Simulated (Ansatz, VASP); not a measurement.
## Al: VASP beside Ansatz

INCAR

```
  PREC = Accurate
  ENCUT = 520
  EDIFF = 1E-7
  ISMEAR = 0
  SIGMA = 0.15
  LREAL = F
  LASPH = T
  NELM = 100
  ALGO = Fast
  ISIF = 2
  LWAVE = F
  LCHARG = F
  GGA = PS
  IVDW = 12
  NBANDS = 14
```

The input KPOINTS:

```
regular mesh
0
Gamma
  18 18 6
```

File POSCAR:

```
Al
1.0
    2.6701000000      0.0000000000      0.0000000000
   -1.3350500000      2.3123744307      0.0000000000
    0.0000000000      0.0000000000      8.5302000000
Al
4
Direct
    0.0000000000      0.0000000000      0.0000000000
    0.3333333333      0.6666666667      0.2500000000
    0.0000000000      0.0000000000      0.5000000000
    0.6666666667      0.3333333333      0.7500000000
```

Input for Ansatz:

```yaml
crystal:
  lattice:
    - [2.6701, 0.0, 0.0]
    - [-1.33505, 2.3123744307, 0.0]
    - [0.0, 0.0, 8.5302]
  atoms:
    - { symbol: Al, position: [0.0, 0.0, 0.0] }
    - { symbol: Al, position: [0.3333333333, 0.6666666667, 0.25] }
    - { symbol: Al, position: [0.0, 0.0, 0.5] }
    - { symbol: Al, position: [0.6666666667, 0.3333333333, 0.75] }
basis:
  ecutwfc: 420
kpoints:
  mp_grid: { grid: [18, 18, 6] }
hamiltonian:
  xc: pbesol
  pseudopotentials: { kind: paw, azcp: { folder: soft_1 } }
  dispersion: d3bj
scf:
  occupations: { method: gaussian, width: 0.15 }
output:
  forces: true
  stress: true
  eigenvalues: true
```

Alike in both runs: task single point; functional PBEsol; dispersion D3(BJ); k mesh 18 × 18 × 6; occupations gaussian, width 0.15 eV; no spin polarisation.

|  | VASP | Ansatz |
| --- | --- | --- |
| version | VASP 6.6.1 | Ansatz 0.2.0 |
| potentials or method | VASP PAW PBE potentials, release 64 (Al), cutoff 520 eV | scalar-relativistic, plane waves, PAW |
| valence electrons in the cell | 12 | 12 |

VASP gave:

| Property | Result |
| --- | --- |
| gap on the k mesh at the Fermi level (eV) | none |
| pressure (GPa) | 22.4 |
| traceless stress, the component that is largest in VASP (GPa) | 3.52 |

**Question.** Which values does Ansatz return?

**Answer.** gap on the k mesh at the Fermi level (eV): none; pressure (GPa): 22.1; traceless stress, the component that is largest in VASP (GPa): 3.50.

VASP's potentials were made for PBE, not for PBEsol, and Ansatz warns of the same on its side. A gap of «none» marks a metal or a gap that the smearing closes.
